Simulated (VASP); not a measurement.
# Lu2Tl (P6_3/mmc) in VASP: single point with PBEsol

Aim: the single point of Lu2Tl with PBEsol.

Everything below comes from runs of VASP 6.6.1. Logs are shortened: lines on timing, memory, paths and dates and some standing lists are left out, and cuts for length are marked.

## Step 1: The cell of the first run

Symmetry: P6_3/mmc, No. 194, hexagonal system. Conventional cell: a = 5.199 Å, b = 5.199 Å, c = 6.538 Å, α = 90.00°, β = 90.00°, γ = 120.00°. Within 4.0 Å of Lu (site symmetry -6m2) lie 5 Tl at 3.00 to 3.27 Å and 6 Lu at 3.42 Å. Lu (site symmetry -3m) has 8 Lu at 3.27 to 3.42 Å and 6 Tl at 3.42 Å within 4.3 Å. Within 4.0 Å of Tl (site symmetry -6m2) lie 11 Lu at 3.00 to 3.42 Å.

## Step 2: Single point, PBEsol

File INCAR:

```
SYSTEM = Lu2Tl
  PREC = Accurate
  ENCUT = 520
  EDIFF = 1E-6
  ISMEAR = -1
  SIGMA = 0.1
  LREAL = .False.
  LASPH = .True.
  NELM = 60
  ALGO = Normal
  ISIF = 2
  LWAVE = .False.
  LCHARG = .True.
  GGA = PS
  LELF = .True.
  LVHAR = .True.
  NBANDS = 72
```

File KPOINTS:

```
regular mesh
0
Gamma
  4 4 3
  0 0 0
```

File POSCAR:

```
Lu2Tl
1.0
    5.1994528927      0.0000000000      0.0000000000
   -2.5997264463      4.5028582909      0.0000000000
    0.0000000000      0.0000000000      6.5381276168
Lu Tl
4 2
Direct
    0.3333333333      0.6666666667      0.7500000000
    0.6666666667      0.3333333333      0.2500000000
    0.0000000000      0.0000000000      0.0000000000
    0.0000000000      0.0000000000      0.5000000000
    0.3333333333      0.6666666667      0.2500000000
    0.6666666667      0.3333333333      0.7500000000
```

Potentials or basis: VASP PAW PBE potentials, release 64 (Lu, Tl_d).

On the command line:

```sh
$ cat potpaw_PBE.64/Lu/POTCAR potpaw_PBE.64/Tl_d/POTCAR > POTCAR
$ mpirun -np 1 vasp_std > vasp.out
```

OUTCAR:

```text
SYSTEM = Lu2Tl
   PREC = Accurate
   ENCUT = 520
   EDIFF = 1E-6
   ISMEAR = -1
   LREAL = .False.
   LASPH = .True.
   NELM = 60
   ISIF = 2
   GGA = PS

 ion  position               nearest neighbor table
   1  0.333  0.667  0.750-   6 3.00   6 3.00   6 3.00   5 3.27   5 3.27   3 3.42   4 3.42   4 3.42
                             3 3.42   4 3.42   3 3.42
   2  0.667  0.333  0.250-   5 3.00   5 3.00   5 3.00   6 3.27   6 3.27   3 3.42   4 3.42   3 3.42
                             4 3.42   3 3.42   4 3.42
   3  0.000  0.000  0.000-   4 3.27   4 3.27   1 3.42   5 3.42   6 3.42   2 3.42   2 3.42   6 3.42
                             1 3.42   5 3.42   2 3.42   6 3.42   1 3.42   5 3.42
   4  0.000  0.000  0.500-   3 3.27   3 3.27   1 3.42   5 3.42   6 3.42   2 3.42   2 3.42   6 3.42
                             1 3.42   5 3.42   2 3.42   6 3.42   1 3.42   5 3.42
   5  0.333  0.667  0.250-   2 3.00   2 3.00   2 3.00   1 3.27   1 3.27   3 3.42   4 3.42   4 3.42
                             3 3.42   4 3.42   3 3.42
   6  0.667  0.333  0.750-   1 3.00   1 3.00   1 3.00   2 3.27   2 3.27   3 3.42   4 3.42   3 3.42
                             4 3.42   3 3.42   4 3.42

  LATTYP: Found a hexagonal cell.
 ALAT       =     5.1994528927
 C/A-ratio  =     1.2574645355

  Lattice vectors:

 A1 = (   5.1994528927,   0.0000000000,   0.0000000000)
 A2 = (  -2.5997264463,   4.5028582909,   0.0000000000)
 A3 = (   0.0000000000,   0.0000000000,   6.5381276168)

Analysis of symmetry for initial positions (statically):
=====================================================================
 Subroutine PRICEL returns:
 Original cell was already a primitive cell.

 Routine SETGRP: Setting up the symmetry group for a
 hexagonal supercell.

 Subroutine GETGRP returns: Found 24 space group operations
 (whereof 12 operations were pure point group operations)
 out of a pool of 24 trial point group operations.

The static configuration has the point symmetry D_3d.
 The point group associated with its full space group is D_6h.

Analysis of symmetry for dynamics (positions and initial velocities):
=====================================================================
 Subroutine PRICEL returns:
 Original cell was already a primitive cell.

 Routine SETGRP: Setting up the symmetry group for a
 hexagonal supercell.

 Subroutine GETGRP returns: Found 24 space group operations
 (whereof 12 operations were pure point group operations)
 out of a pool of 24 trial point group operations.

The dynamic configuration has the point symmetry D_3d.
 The point group associated with its full space group is D_6h.

 Subroutine INISYM returns: Found 24 space group operations
 (whereof 12 operations are pure point group operations),
 and found     1 'primitive' translations

----------------------------------------------------------------------------------------

                                     Primitive cell

  volume of cell :     153.0733

  direct lattice vectors                    reciprocal lattice vectors
     5.199452893  0.000000000  0.000000000     0.192327928  0.111040581  0.000000000
    -2.599726446  4.502858291  0.000000000     0.000000000  0.222081162  0.000000000
     0.000000000  0.000000000  6.538127617     0.000000000  0.000000000  0.152948988

  length of vectors
     5.199452893  5.199452893  6.538127617     0.222081162  0.222081162  0.152948988

  position of ions in fractional coordinates (direct lattice)
     0.333333333  0.666666667  0.750000000
     0.666666667  0.333333333  0.250000000
     0.000000000  0.000000000  0.000000000
     0.000000000  0.000000000  0.500000000
     0.333333333  0.666666667  0.250000000
     0.666666667  0.333333333  0.750000000

  ion indices of the primitive-cell ions
   primitive index   ion index
                 1           1
                 2           2
                 3           3
                 4           4
                 5           5
                 6           6

----------------------------------------------------------------------------------------

 KPOINTS: regular mesh

Automatic generation of k-mesh.
 Grid dimensions read from file:
 generate k-points for:    4    4    3

 Generating k-lattice:

  Cartesian coordinates                     Fractional coordinates (reciprocal lattice)
     0.048081982  0.027760145  0.000000000     0.250000000  0.000000000  0.000000000
     0.000000000  0.055520290  0.000000000     0.000000000  0.250000000  0.000000000
     0.000000000  0.000000000  0.050982996     0.000000000  0.000000000  0.333333333

  Length of vectors
     0.055520290  0.055520290  0.050982996

  Shift w.r.t. Gamma in fractional coordinates (k-lattice)
     0.000000000  0.000000000  0.000000000

 Subroutine IBZKPT returns following result:
 ===========================================

 Found      8 irreducible k-points:

 Following reciprocal coordinates:
            Coordinates               Weight
  0.000000  0.000000  0.000000      1.000000
  0.250000 -0.000000  0.000000      6.000000
  0.500000 -0.000000  0.000000      3.000000
  0.250000  0.250000  0.000000      6.000000
  0.000000  0.000000  0.333333      2.000000
  0.250000 -0.000000  0.333333     12.000000
  0.500000 -0.000000  0.333333      6.000000
  0.250000  0.250000  0.333333     12.000000
   k-points           NKPTS =      8   k-points in BZ     NKDIM =      8   number of bands    NBANDS=     72
   number of dos      NEDOS =    301   number of ions     NIONS =      6
   total plane-waves  NPLWV =  80000
   dimension x,y,z NGX =    40 NGY =   40 NGZ =   50
   dimension x,y,z NGXF=    80 NGYF=   80 NGZF=  100
   ions per type =               4   2
   NGX,Y,Z   is equivalent  to a cutoff of  12.79, 12.79, 12.71 a.u.
   NGXF,Y,Z  is equivalent  to a cutoff of  25.58, 25.58, 25.43 a.u.
 SYSTEM =  Lu2Tl
   PREC   = accura    normal or accurate (medium, high low for compatibility)
   ISTART =      0    job   : 0-new  1-cont  2-samecut
   ICHARG =      2    charge: 1-file 2-atom 10-const
   ISPIN  =      1    spin polarized calculation?
   LNONCOLLINEAR =      F non collinear calculations
   LSORBIT =      F    spin-orbit coupling
   LASPH  =      T    aspherical Exc in radial PAW
   ENCUT  =  520.0 eV  38.22 Ry    6.18 a.u.   9.67  9.67 12.16*2*pi/ulx,y,z
   NELM   =     60;   NELMIN=  2; NELMDL= -5     # of ELM steps
   EDIFF  = 0.1E-05   stopping-criterion for ELM
   LREAL  =      F    real-space projection
   EDIFFG = 0.1E-04   stopping-criterion for IOM
   NSW    =      0    number of steps for IOM
   IBRION =     -1    ionic relax: 0-MD 1-quasi-New 2-CG
   NFREE  =      0    steps in history (QN), initial steepest desc. (CG)
   ISIF   =      2    stress and relaxation
   ISYM   =      2    0-nonsym 1-usesym 2-fastsym
   POTIM  = 0.5000    time-step for ionic-motion
   TEBEG  =    0.0;   TEEND  =   0.0 temperature during run
   PSTRESS=    0.0 pullay stress
   NELECT =     126.0000    total number of electrons
   NUPDOWN=      -1.0000    fix difference up-down
   EMIN   =  10.00;   EMAX   =-10.00  energy-range for DOS
   EFERMI =   0.00;   METHOD = LEGACY
   ISMEAR =    -1;   SIGMA  =   0.10  broadening in eV -4-tet -1-fermi 0-gaus
   EFERMI_NEDOS =   21; number of points for ismear=-14 and -15
   IALGO  =     38    algorithm
   IMIX   =      4    mixing-type and parameters
     AMIX     =   0.40;   BMIX     =  1.00
     AMIX_MAG =   1.60;   BMIX_MAG =  1.00
  volume/ion in A,a.u.               =      25.51       172.16
  Fermi-wavevector in a.u.,A,eV,Ry     =   1.534259  2.899328 32.027428  2.353950
  Thomas-Fermi vector in A             =   2.641212
   LORBIT       =      0    0 simple, 1 ext, 2 COOP (PROOUT), +10 PAW based schemes
   GGA     = PS    functional components
   LHFCALC =     F    Hartree Fock is set to
   AEXX    =    0.0000 exact exchange contribution
   IVDW    =     0    specifies the selected vdW correction
   LEPSILON=     F    determine dielectric tensor
   LRPA    =     F    only Hartree local field effects (RPA)
 non-spin polarized calculation
  energy-cutoff  :      520.00
  volume of cell :      153.07
 maximum number of plane-waves:      4153
 NGX is ok and might be reduce to    40
   NGX = 19   NGY = 19   NGZ = 25

 number of electron     125.9999969 magnetization

 Free energy of the ion-electron system (eV)
  ---------------------------------------------------
  ext. energy  EPLUGINS =         0.00000000
  ---------------------------------------------------
  free energy    TOTEN  =       -26.78192407 eV

  energy without entropy =      -26.60094093  energy(sigma->0) =      -26.69143250

 E-fermi :   4.5156     XC(G=0): -11.2853

 val. band max:        4.4911040306   @ k =   0.2500   0.2500   0.0000
 cond. band min:       4.5414540457   @ k =   0.0000   0.0000   0.0000
 fundamental gap:      0.0503500151
 Fermi energy:         4.5156156921

 k-point     1 :       0.0000    0.0000    0.0000
  band No.  band energies     occupation
      1     -52.0287      2.00000
      2     -52.0217      2.00000
      3     -51.9766      2.00000
      4     -51.9625      2.00000
      5     -22.8355      2.00000
      6     -22.8355      2.00000
[... 64 lines left out ...]
     71       7.4608      0.00000
     72       8.3206      0.00000

 k-point     2 :       0.2500   -0.0000    0.0000
  band No.  band energies     occupation
      1     -52.0260      2.00000
      2     -52.0218      2.00000
      3     -51.9792      2.00000
      4     -51.9625      2.00000
      5     -22.8841      2.00000
      6     -22.8548      2.00000
[... 64 lines left out ...]
     71       7.4736      0.00000
     72       7.5816      0.00000

 k-point     3 :       0.5000   -0.0000    0.0000
  band No.  band energies     occupation
      1     -52.0227      2.00000
      2     -52.0221      2.00000
      3     -51.9821      2.00000
      4     -51.9625      2.00000
      5     -22.9206      2.00000
      6     -22.8711      2.00000
[... 364 lines left out ...]
     71       7.4328      0.00000
     72       7.4926      0.00000

 k-point     8 :       0.2500    0.2500    0.3333
  band No.  band energies     occupation
      1     -52.0226      2.00000
      2     -52.0221      2.00000
      3     -51.9773      2.00000
      4     -51.9675      2.00000
      5     -22.8566      2.00000
      6     -22.8343      2.00000
[... 64 lines left out ...]
     71       7.1269      0.00000
     72       7.7898      0.00000

------------------------ aborting loop because EDIFF is reached ----------------------------------------

  FORCE on cell =-STRESS in cart. coord.  units (eV):
  Direction    XX          YY          ZZ          XY          YZ          ZX
  --------------------------------------------------------------------------------------
  -------------------------------------------------------------------------------------
  Total        0.1085656      0.1085656      0.0910111      0.0000000     -0.0000000      0.0000000
  in kB        1.1363272      1.1363272      0.9525886      0.0000000     -0.0000000      0.0000000
  external PRESSURE =       1.0750810 kB  Pullay stress =       0.0000000 kB

 VOLUME and BASIS-vectors are now :
 -----------------------------------------------------------------------------
  energy-cutoff  :      520.00
  volume of cell :      153.07
      direct lattice vectors                 reciprocal lattice vectors
     5.199452893  0.000000000  0.000000000     0.192327928  0.111040581  0.000000000
    -2.599726446  4.502858291  0.000000000     0.000000000  0.222081162  0.000000000
     0.000000000  0.000000000  6.538127617     0.000000000  0.000000000  0.152948988

 POSITION                                       TOTAL-FORCE (eV/Angst)
 -----------------------------------------------------------------------------------
     -0.00000      3.00191      4.90360        -0.000000      0.000000     -0.000000
      2.59973      1.50095      1.63453         0.000000      0.000000     -0.000000
      0.00000      0.00000      0.00000        -0.000000      0.000000      0.000000
      0.00000      0.00000      3.26906         0.000000      0.000000      0.000000
     -0.00000      3.00191      1.63453        -0.000000      0.000000      0.000000
      2.59973      1.50095      4.90360         0.000000     -0.000000      0.000000
 -----------------------------------------------------------------------------------
    total drift:                               -0.000000      0.000000     -0.000000

  FREE ENERGIE OF THE ION-ELECTRON SYSTEM (eV)
  ---------------------------------------------------
  free  energy   TOTEN  =       -26.7819240665 eV

  energy  without entropy=      -26.6009409326  energy(sigma->0) =      -26.69143250
```

Wall time 2.6 min (1 thread of Oxide Virtual Turin-like, shared host); peak memory 0.27 GiB.

Results:

* Free energy: -26.7819 eV
* Pressure: 0.1 GPa
* Band gap on the k mesh: zero (bands 63 and 64 overlap by 0.36 eV)

Levels at points of the mesh, in eV from the Fermi level:
```
           k point  band 61  band 62  band 63  band 64  band 65  band 66
(0.00, 0.00, 0.00)    -0.82    -0.82    -0.13    -0.13     0.03     0.03
(0.50, 0.00, 0.00)    -1.32    -0.94    -0.85     0.25     0.74     0.96
```

Caveat: the PAW data sets were made with another functional, which shifts forces and pressure a little; spin-orbit coupling is left out, which moves the levels of the heavy elements.

The gap in the log of VASP goes by the Fermi energy; the results here count the filled bands.